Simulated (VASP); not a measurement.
# Zr in VASP: a series of runs, part 2 of 2

VASP 6.6.1. The steps go on from the part before.

## Step 3: Single point, PBE

This run uses another cell than the first one: it holds 1 atom, not 4.

Input file INCAR:

```
SYSTEM = Zr
ALGO = Fast
EDIFF = 1E-6
ENCUT = 520
GGA = PE
ISIF = 2
ISMEAR = 0
LASPH = .TRUE.
LCHARG = .TRUE.
LELF = .TRUE.
LREAL = .FALSE.
LVHAR = .TRUE.
LWAVE = .FALSE.
NBANDS = 12
NELM = 80
PREC = Accurate
SIGMA = 0.1
```

Input file KPOINTS:

```
k-points
0
G
  24 24 24
  0 0 0
```

Input file POSCAR:

```
Zr
1.0
   -1.6004280085      1.6004761424      2.2636699794
    1.6004280085     -1.6004761424      2.2636699794
    1.6004280085      1.6004761424     -2.2636699794
Zr
1
Direct
    0.0000000000      0.0000000000      0.0000000000
```

Potentials or basis: VASP PAW PBE potentials, release 64 (Zr_sv).

Command:

```
$ cat potpaw_PBE.64/Zr_sv/POTCAR > POTCAR
$ mpirun -np 1 vasp_std > vasp.out
```

OUTCAR:

```text
SYSTEM = Zr
   EDIFF = 1E-6
   ENCUT = 520
   GGA = PE
   ISIF = 2
   ISMEAR = 0
   LASPH = .TRUE.
   LREAL = .FALSE.
   NELM = 80
   PREC = Accurate

 ion  position               nearest neighbor table
   1  0.000  0.000  0.000-

  LATTYP: Found a body centered orthorhombic cell.
 ALAT       =     3.2008560170
 B/A-ratio  =     1.0000300756
 C/A-ratio  =     1.4144153735

  Lattice vectors:

 A1 = (  -1.6004280085,   1.6004761424,   2.2636699794)
 A2 = (   1.6004280085,  -1.6004761424,   2.2636699794)
 A3 = (   1.6004280085,   1.6004761424,  -2.2636699794)

Analysis of symmetry for initial positions (statically):
=====================================================================
 Subroutine PRICEL returns:
 Original cell was already a primitive cell.

 Routine SETGRP: Setting up the symmetry group for a
 body centered orthorhombic supercell.

 Subroutine GETGRP returns: Found  8 space group operations
 (whereof  8 operations were pure point group operations)
 out of a pool of  8 trial point group operations.

The static configuration has the point symmetry D_2h.

Analysis of symmetry for dynamics (positions and initial velocities):
=====================================================================
 Subroutine PRICEL returns:
 Original cell was already a primitive cell.

 Routine SETGRP: Setting up the symmetry group for a
 body centered orthorhombic supercell.

 Subroutine GETGRP returns: Found  8 space group operations
 (whereof  8 operations were pure point group operations)
 out of a pool of  8 trial point group operations.

The dynamic configuration has the point symmetry D_2h.

 Subroutine INISYM returns: Found  8 space group operations
 (whereof  8 operations are pure point group operations),
 and found     1 'primitive' translations

----------------------------------------------------------------------------------------

                                     Primitive cell

  volume of cell :      23.1931

  direct lattice vectors                    reciprocal lattice vectors
    -1.600428008  1.600476142  2.263669979     0.000000000  0.312407031  0.220880254
     1.600428008 -1.600476142  2.263669979     0.312416427  0.000000000  0.220880254
     1.600428008  1.600476142 -2.263669979     0.312416427  0.312407031  0.000000000

  length of vectors
     3.201108475  3.201108475  3.201108475     0.382604547  0.382612219  0.441816904

  position of ions in fractional coordinates (direct lattice)
     0.000000000  0.000000000  0.000000000

  ion indices of the primitive-cell ions
   primitive index   ion index
                 1           1

----------------------------------------------------------------------------------------

 KPOINTS: k-points

Automatic generation of k-mesh.
 Grid dimensions read from file:
 generate k-points for:   24   24   24

 Generating k-lattice:

  Cartesian coordinates                     Fractional coordinates (reciprocal lattice)
     0.000000000  0.013016960  0.009203344     0.041666667  0.000000000  0.000000000
     0.013017351  0.000000000  0.009203344    -0.000000000  0.041666667  0.000000000
     0.013017351  0.013016960  0.000000000    -0.000000000  0.000000000  0.041666667

  Length of vectors
     0.015941856  0.015942176  0.018409038

  Shift w.r.t. Gamma in fractional coordinates (k-lattice)
     0.000000000  0.000000000  0.000000000

 Subroutine IBZKPT returns following result:
 ===========================================

 Found   1963 irreducible k-points:

 Following reciprocal coordinates:
            Coordinates               Weight
  0.000000  0.000000  0.000000      1.000000
  0.041667  0.000000  0.000000      4.000000
  0.083333 -0.000000  0.000000      4.000000
  0.125000  0.000000  0.000000      4.000000
  0.166667  0.000000 -0.000000      4.000000
  0.208333  0.000000 -0.000000      4.000000
[... 16 lines left out ...]
  0.375000  0.041667 -0.000000      8.000000
  0.416667  0.041667  0.000000      8.000000
 [... further k-points ...]
   k-points           NKPTS =   1963   k-points in BZ     NKDIM =   1963   number of bands    NBANDS=     12
   number of dos      NEDOS =    301   number of ions     NIONS =      1
   total plane-waves  NPLWV =  13824
   dimension x,y,z NGX =    24 NGY =   24 NGZ =   24
   dimension x,y,z NGXF=    48 NGYF=   48 NGZF=   48
   ions per type =               1
   NGX,Y,Z   is equivalent  to a cutoff of  12.46, 12.46, 12.46 a.u.
   NGXF,Y,Z  is equivalent  to a cutoff of  24.93, 24.93, 24.93 a.u.
 SYSTEM =  Zr
   PREC   = accura    normal or accurate (medium, high low for compatibility)
   ISTART =      0    job   : 0-new  1-cont  2-samecut
   ICHARG =      2    charge: 1-file 2-atom 10-const
   ISPIN  =      1    spin polarized calculation?
   LNONCOLLINEAR =      F non collinear calculations
   LSORBIT =      F    spin-orbit coupling
   LASPH  =      T    aspherical Exc in radial PAW
   ENCUT  =  520.0 eV  38.22 Ry    6.18 a.u.   5.95  5.95  5.95*2*pi/ulx,y,z
   NELM   =     80;   NELMIN=  2; NELMDL= -5     # of ELM steps
   EDIFF  = 0.1E-05   stopping-criterion for ELM
   LREAL  =      F    real-space projection
   EDIFFG = 0.1E-04   stopping-criterion for IOM
   NSW    =      0    number of steps for IOM
   IBRION =     -1    ionic relax: 0-MD 1-quasi-New 2-CG
   NFREE  =      0    steps in history (QN), initial steepest desc. (CG)
   ISIF   =      2    stress and relaxation
   ISYM   =      2    0-nonsym 1-usesym 2-fastsym
   POTIM  = 0.5000    time-step for ionic-motion
   TEBEG  =    0.0;   TEEND  =   0.0 temperature during run
   PSTRESS=    0.0 pullay stress
   NELECT =      12.0000    total number of electrons
   NUPDOWN=      -1.0000    fix difference up-down
   EMIN   =  10.00;   EMAX   =-10.00  energy-range for DOS
   EFERMI =   0.00;   METHOD = LEGACY
   ISMEAR =     0;   SIGMA  =   0.10  broadening in eV -4-tet -1-fermi 0-gaus
   EFERMI_NEDOS =   21; number of points for ismear=-14 and -15
   IALGO  =     68    algorithm
   IMIX   =      4    mixing-type and parameters
     AMIX     =   0.40;   BMIX     =  1.00
     AMIX_MAG =   1.60;   BMIX_MAG =  1.00
  volume/ion in A,a.u.               =      23.19       156.51
  Fermi-wavevector in a.u.,A,eV,Ry     =   1.314263  2.483598 23.501186  1.727288
  Thomas-Fermi vector in A             =   2.444529
   LORBIT       =      0    0 simple, 1 ext, 2 COOP (PROOUT), +10 PAW based schemes
   GGA     = PE    functional components
   LHFCALC =     F    Hartree Fock is set to
   AEXX    =    0.0000 exact exchange contribution
   IVDW    =     0    specifies the selected vdW correction
   LEPSILON=     F    determine dielectric tensor
   LRPA    =     F    only Hartree local field effects (RPA)
 non-spin polarized calculation
 RMM-DIIS sequential band-by-band and
 Gauss-broadening in eV      SIGMA  =   0.10
  energy-cutoff  :      520.00
  volume of cell :       23.19
 maximum number of plane-waves:       642
   NGX = 11   NGY = 11   NGZ = 11

 number of electron      12.0000000 magnetization

 Free energy of the ion-electron system (eV)
  ---------------------------------------------------
  ext. energy  EPLUGINS =         0.00000000
  ---------------------------------------------------
  free energy    TOTEN  =        -8.48545488 eV

  energy without entropy =       -8.47847231  energy(sigma->0) =       -8.48196359

 E-fermi :   8.9275     XC(G=0): -11.0995

 val. band max:        8.9273495967   @ k =   0.3333  -0.2500   0.2500
 cond. band min:       8.9281134891   @ k =   0.3333   0.2500   0.0000
 fundamental gap:      0.0007638923
 Fermi energy:         8.9275347884

 k-point     1 :       0.0000    0.0000    0.0000
  band No.  band energies     occupation
      1     -39.7697      2.00000
      2     -17.2811      2.00000
      3     -17.2811      2.00000
      4     -17.2811      2.00000
      5       3.3714      2.00000
      6       9.9093      0.00000
      7       9.9104      0.00000
      8       9.9108      0.00000
      9      12.3318      0.00000
     10      12.3336      0.00000
     11      19.4334      0.00000
     12      23.6216      0.00000
[... 331 lines left out ...]
 k-point    24 :       0.4167    0.0417    0.0000
  band No.  band energies     occupation
      1     -39.6328      2.00000
      2     -18.2044      2.00000
      3     -17.4177      2.00000
      4     -17.3992      2.00000
      5       6.0071      2.00000
      6       9.5906      0.00000
      7       9.8204      0.00000
      8       9.8590      0.00000
      9      13.7283      0.00000
     10      14.1034      0.00000
     11      18.5192      0.00000
     12      19.9060      0.00000

 [... further k-points ...]
[... 5 lines left out ...]
  --------------------------------------------------------------------------------------
  -------------------------------------------------------------------------------------
  Total        0.0034867      0.0030486      0.0025008      0.0000000      0.0000000      0.0000000
  in kB        0.2408618      0.2105955      0.1727546      0.0000000      0.0000000      0.0000000
  external PRESSURE =       0.2080707 kB  Pullay stress =       0.0000000 kB

 VOLUME and BASIS-vectors are now :
 -----------------------------------------------------------------------------
  energy-cutoff  :      520.00
  volume of cell :       23.19
      direct lattice vectors                 reciprocal lattice vectors
    -1.600428008  1.600476142  2.263669979     0.000000000  0.312407031  0.220880254
     1.600428008 -1.600476142  2.263669979     0.312416427  0.000000000  0.220880254
     1.600428008  1.600476142 -2.263669979     0.312416427  0.312407031  0.000000000

 POSITION                                       TOTAL-FORCE (eV/Angst)
 -----------------------------------------------------------------------------------
      0.00000      0.00000      0.00000        -0.000000      0.000000     -0.000000
 -----------------------------------------------------------------------------------
    total drift:                                0.000000      0.000000      0.000000

  FREE ENERGIE OF THE ION-ELECTRON SYSTEM (eV)
  ---------------------------------------------------
  free  energy   TOTEN  =        -8.4854548796 eV

  energy  without entropy=       -8.4784723068  energy(sigma->0) =       -8.48196359
```

OSZICAR:

```text
N       E                     dE             d eps       ncg     rms          rms(c)
DAV:   1     0.865481873651E+02    0.86548E+02   -0.69191E+03 47216   0.996E+02
DAV:   2    -0.578120117288E+01   -0.92329E+02   -0.89759E+02 54368   0.269E+02
DAV:   3    -0.875370006661E+01   -0.29725E+01   -0.29316E+01 71116   0.409E+01
DAV:   4    -0.882079643800E+01   -0.67096E-01   -0.67047E-01 54168   0.583E+00
DAV:   5    -0.882224207740E+01   -0.14456E-02   -0.14456E-02 69604   0.636E-01    0.102E+01
RMM:   6    -0.853308456423E+01    0.28916E+00   -0.31584E-01 49329   0.461E+00    0.418E+00
RMM:   7    -0.847834308921E+01    0.54741E-01   -0.26877E-01 55301   0.373E+00    0.777E-01
RMM:   8    -0.848430631985E+01   -0.59632E-02   -0.37986E-02 62141   0.164E+00    0.472E-01
RMM:   9    -0.848539717748E+01   -0.10909E-02   -0.15035E-02 64267   0.917E-01    0.199E-01
RMM:  10    -0.848592252508E+01   -0.52535E-03   -0.31803E-03 72789   0.366E-01    0.264E-01
RMM:  11    -0.848545707086E+01    0.46545E-03   -0.85290E-04 58967   0.262E-01    0.133E-01
RMM:  12    -0.848544384404E+01    0.13227E-04   -0.18944E-04 67769   0.126E-01    0.109E-01
RMM:  13    -0.848545296776E+01   -0.91237E-05   -0.60663E-05 72835   0.663E-02    0.886E-02
RMM:  14    -0.848544881456E+01    0.41532E-05   -0.53122E-05 64469   0.805E-02    0.346E-02
RMM:  15    -0.848545125132E+01   -0.24368E-05   -0.19381E-05 67807   0.425E-02    0.182E-02
RMM:  16    -0.848545298791E+01   -0.17366E-05   -0.55013E-06 49734   0.162E-02    0.120E-02
RMM:  17    -0.848545456107E+01   -0.15732E-05   -0.36221E-06 42991   0.173E-02    0.114E-03
RMM:  18    -0.848545487965E+01   -0.31858E-06   -0.14484E-06 37101   0.710E-03
   1 F= -.84854549E+01 E0= -.84819636E+01  d E =-.698257E-02
```

It took 3.1 min on 1 thread of Intel Xeon 6975P-C (Granite Rapids), shared host; peak memory 0.59 GiB.

Results:

| Item | Value |
| --- | --- |
| Free energy | -8.4855 eV |
| Pressure | 0.0 GPa |
| Band gap on the k mesh | zero (band 6 reaches 9.91 eV, above the bottom of band 7 at 8.39 eV) |

Levels at points of the mesh, in eV from the Fermi level:
```tsv
k point	band 2	band 3	band 4	band 5	band 6	band 7	band 8	band 9	band 10	band 11
(0.00, 0.00, 0.00)	-26.21	-26.21	-26.21	-5.56	0.98	0.98	0.98	3.40	3.41	10.51
(0.50, 0.00, 0.00)	-27.18	-26.33	-26.33	-2.94	0.80	0.80	1.12	5.19	5.19	9.58
(0.00, 0.50, 0.00)	-27.18	-26.33	-26.33	-2.94	0.80	0.80	1.12	5.19	5.19	9.58
(0.50, 0.50, 0.00)	-27.11	-26.55	-26.55	-2.98	-2.19	3.01	5.20	5.70	5.70	9.82
(0.50, 0.50, 0.50)	-27.11	-26.55	-26.55	-2.98	-2.19	3.01	5.20	5.70	5.70	9.82
```
